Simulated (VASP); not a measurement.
Set up this calculation in VASP 6.6.1, as the native input.

- Task: electric field gradients
- Functional: PBE
- Potentials or basis: VASP PAW PBE potentials, release 64 (Hf_pv, O)
- Cutoff: 520 eV
- k mesh: 4 × 4 × 4
- Occupations: fermi-dirac, width 0.02 eV
- Spin: no spin polarisation
- Dipole correction: no
- Further INCAR settings: ALGO = Normal; EDIFF = 1e-08; NBANDS = 56

The structure of HfO2 lies in POSCAR:

```
HfO2
1.0
    5.0836499717      0.0000000000      0.0000000000
    0.0000000000      5.1508955956      0.0000000000
   -0.8529000468      0.0000000000      5.1788736893
Hf O
4 8
Direct
    0.2767007731      0.0418824066      0.2081292236
    0.7232992269      0.5418824066      0.2918707764
    0.7232992269      0.9581175934      0.7918707764
    0.2767007731      0.4581175934      0.7081292236
    0.4465502579      0.7583828045      0.4802713727
    0.5534497421      0.2583828045      0.0197286273
    0.5534497421      0.2416171955      0.5197286273
    0.4465502579      0.7416171955      0.9802713727
    0.0726417556      0.3392506153      0.3389491494
    0.9273582444      0.8392506153      0.1610508506
    0.9273582444      0.6607493847      0.6610508506
    0.0726417556      0.1607493847      0.8389491494
```

This cell differs from its parent crystal: volume scaled by 0.98.

The input as run:

INCAR

```
SYSTEM = HfO2
PREC = Accurate ; ENCUT = 520
EDIFF = 1E-8 ; ISMEAR = -1
SIGMA = 0.02 ; LREAL = .FALSE.
LASPH = .TRUE. ; NELM = 100
ALGO = Normal ; ISIF = 2
LWAVE = .FALSE. ; LCHARG = .FALSE.
GGA = PE ; LEFG = .TRUE.
NBANDS = 56
```

KPOINTS

```
Automatic mesh
0
G
  4 4 4
  0 0 0
```

Potentials or basis: VASP PAW PBE potentials, release 64 (Hf_pv, O).

Launch:

```console
$ cat potpaw_PBE.64/Hf_pv/POTCAR potpaw_PBE.64/O/POTCAR > POTCAR
$ mpirun -np 1 vasp_std > vasp.out
```

Results of the run:

```json
{
  "Pressure": "6.9 GPa",
  "Largest force": "0.072 eV/Å",
  "Band gap on the k mesh": "4.09 eV, indirect (least direct gap 4.18 eV)"
}
```

Caveat: without QUAD_EFG the Cq values of the log hold for a quadrupole moment of 1 mb, not for the nuclei; spin-orbit coupling is left out, which moves the levels of the heavy elements.

Run time: 2.3 min on 1 thread of Intel(R) Xeon(R) 6975P-C (Granite Rapids), on a shared host, peak memory 0.33 GiB.
